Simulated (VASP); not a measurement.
# SrO in VASP: further runs, part 3 of 3

VASP 6.6.1. The steps go on from the part before.

## Step 6: Electric field gradients, PBE (zz strain of -1 %)

The input, INCAR:

```
  PREC = Accurate
  ENCUT = 520
  EDIFF = 1E-8
  ISMEAR = -1
  SIGMA = 0.02
  LREAL = False
  LASPH = True
  NELM = 80
  ALGO = Normal
  ISIF = 2
  LWAVE = False
  LCHARG = False
  GGA = PE
  LEFG = True
  NBANDS = 15
```

The input, KPOINTS:

```
Automatic mesh
0
Gamma
  8 8 8
```

The input, POSCAR:

```
SrO
1.0
    0.0000000000      2.5698000000      2.5441020000
    2.5698000000      0.0000000000      2.5441020000
    2.5698000000      2.5698000000      0.0000000000
Sr O
1 1
Direct
    0.0000000000      0.0000000000      0.0000000000
    0.5000000000      0.5000000000      0.5000000000
```

Potentials or basis: VASP PAW PBE potentials, release 64 (Sr_sv, O).

On the command line:

```console
> cat potpaw_PBE.64/Sr_sv/POTCAR potpaw_PBE.64/O/POTCAR > POTCAR
> mpirun -np 1 vasp_std > vasp.out
```

OUTCAR:

```text
PREC = Accurate
   ENCUT = 520
   EDIFF = 1E-8
   ISMEAR = -1
   LREAL = False
   LASPH = True
   NELM = 80
   ISIF = 2
   GGA = PE

 ion  position               nearest neighbor table
   1  0.000  0.000  0.000-   2 2.54   2 2.54   2 2.57   2 2.57   2 2.57   2 2.57
   2  0.500  0.500  0.500-   1 2.54   1 2.54   1 2.57   1 2.57   1 2.57   1 2.57

  LATTYP: Found a body centered tetragonal cell.
 ALAT       =     3.6342460126
 C/A-ratio  =     1.4000714267

  Lattice vectors:

 A1 = (   0.0000000000,  -2.5698000000,  -2.5441020000)
 A2 = (   0.0000000000,   2.5698000000,  -2.5441020000)
 A3 = (   2.5698000000,   0.0000000000,   2.5441020000)

Analysis of symmetry for initial positions (statically):
=====================================================================
 Subroutine PRICEL returns:
 Original cell was already a primitive cell.

 Routine SETGRP: Setting up the symmetry group for a
 body centered tetragonal supercell.

[... 619 lines left out ...]
  volume of cell :       33.60
      direct lattice vectors                 reciprocal lattice vectors
     0.000000000  2.569800000  2.544102000    -0.194567671  0.194567671  0.196533001
     2.569800000  0.000000000  2.544102000     0.194567671 -0.194567671  0.196533001
     2.569800000  2.569800000  0.000000000     0.194567671  0.194567671 -0.196533001

 POSITION                                       TOTAL-FORCE (eV/Angst)
 -----------------------------------------------------------------------------------
      0.00000      0.00000      0.00000        -0.000000      0.000000      0.000000
      2.56980      2.56980      2.54410         0.000000     -0.000000      0.000000
 -----------------------------------------------------------------------------------
    total drift:                                0.000000      0.000000      0.000000

  FREE ENERGIE OF THE ION-ELECTRON SYSTEM (eV)
  ---------------------------------------------------
  free  energy   TOTEN  =       -12.0304856751 eV

  energy  without entropy=      -12.0304856751  energy(sigma->0) =      -12.03048568

 Electric field gradients (V/A^2)
---------------------------------------------------------------------
 ion       V_xx      V_yy      V_zz      V_xy      V_xz      V_yz
---------------------------------------------------------------------
   1       5.346     5.346   -10.692     0.000     0.000     0.000
   2       1.763     1.763    -3.525    -0.001    -0.001    -0.001
---------------------------------------------------------------------

 Electric field gradients after diagonalization (V/A^2)
 (convention: |V_zz| > |V_xx| > |V_yy|)
----------------------------------------------------------------------
 ion       V_xx      V_yy      V_zz     asymmetry (V_yy - V_xx)/ V_zz
----------------------------------------------------------------------
   1       5.346     5.346   -10.692       0.000
   2       1.763     1.762    -3.525       0.000
----------------------------------------------------------------------

           NMR quadrupolar parameters

 Cq : quadrupolar parameter    Cq=e*Q*V_zz/h
 eta: asymmetry parameters     (V_yy - V_xx)/ V_zz
 Q  : nuclear electric quadrupole moment in mb (millibarn)
----------------------------------------------------------------------
 ion       Cq(MHz)       eta       Q (mb)
----------------------------------------------------------------------
   1      -0.026       0.000       1.000
   2      -0.009       0.000       1.000
----------------------------------------------------------------------
```

OSZICAR:

```text
N       E                     dE             d eps       ncg     rms          rms(c)
DAV:   1     0.675329553227E+02    0.67533E+02   -0.85319E+03  1778   0.105E+03
DAV:   2    -0.112117425108E+02   -0.78745E+02   -0.71954E+02  2441   0.221E+02
DAV:   3    -0.141744640500E+02   -0.29627E+01   -0.29496E+01  2303   0.385E+01
DAV:   4    -0.142356684892E+02   -0.61204E-01   -0.61195E-01  2249   0.523E+00
DAV:   5    -0.142369790205E+02   -0.13105E-02   -0.13105E-02  2222   0.601E-01    0.168E+01
DAV:   6    -0.121743215097E+02    0.20627E+01   -0.66151E+00  1819   0.196E+01    0.198E+01
DAV:   7    -0.120391992336E+02    0.13512E+00   -0.28740E-01  2092   0.480E+00    0.115E+01
DAV:   8    -0.120283857748E+02    0.10813E-01   -0.11625E-01  2246   0.339E+00    0.476E-01
DAV:   9    -0.120298637284E+02   -0.14780E-02   -0.56218E-03  2246   0.476E-01    0.232E-01
DAV:  10    -0.120303310165E+02   -0.46729E-03   -0.44455E-04  1938   0.196E-01    0.816E-02
DAV:  11    -0.120304680092E+02   -0.13699E-03   -0.13283E-04  1882   0.853E-02    0.268E-02
DAV:  12    -0.120304858423E+02   -0.17833E-04   -0.27129E-05  1861   0.383E-02    0.206E-02
DAV:  13    -0.120304859441E+02   -0.10181E-06   -0.13309E-06  2001   0.101E-02    0.328E-03
DAV:  14    -0.120304856712E+02    0.27290E-06   -0.11370E-07  2379   0.253E-03    0.240E-03
DAV:  15    -0.120304856751E+02   -0.39454E-08   -0.67616E-09  1545   0.777E-04
   1 F= -.12030486E+02 E0= -.12030486E+02  d E =-.503568E-13
```

Wall time 22 s (1 thread of Intel Xeon Platinum 8488C (Sapphire Rapids), shared host); peak memory 0.17 GiB.

What came out:

| Property | Result |
| --- | --- |
| Free energy | -12.0305 eV |
| Pressure | 4.6 GPa |
| Band gap on the k mesh | 3.21 eV, indirect (least direct gap 3.32 eV) |

Electric field gradients, principal values (V/Å²):
```csv
atom,least,middle,greatest (by size)
1 Sr,5.346,5.346,-10.692
2 O,1.762,1.763,-3.525
```

Caveat: the cell differs from its parent crystal (zz strain of -1 %); without QUAD_EFG the Cq values of the log hold for a quadrupole moment of 1 mb, not for the nuclei. A k mesh can miss the band edges.

## Step 7: The runs side by side

| cell | gap on the mesh (eV) | pressure (GPa) |
| --- | --- | --- |
| a = 3.671 Å, angles 58.7°, 2 atoms | 3.23 | 3.5 |
| a = 3.580, b = 3.580, c = 3.634 Å, angles 59.5, 59.5, 61.0°, 2 atoms | 3.08 | 7.0 |
| a = 3.616, b = 3.616, c = 3.634 Å, angles 59.8, 59.8, 60.3°, 2 atoms | 3.21 | 4.6 |

Alike in all rows: task electric field gradients; level PBE; potentials or basis VASP PAW PBE potentials, release 64 (Sr_sv, O); no spin polarisation; k mesh 8 × 8 × 8; cutoff (eV) 520; smearing fermi-dirac 0.02 eV.

Total energies depend on the potentials used, so only differences within one code and one set of settings carry meaning.
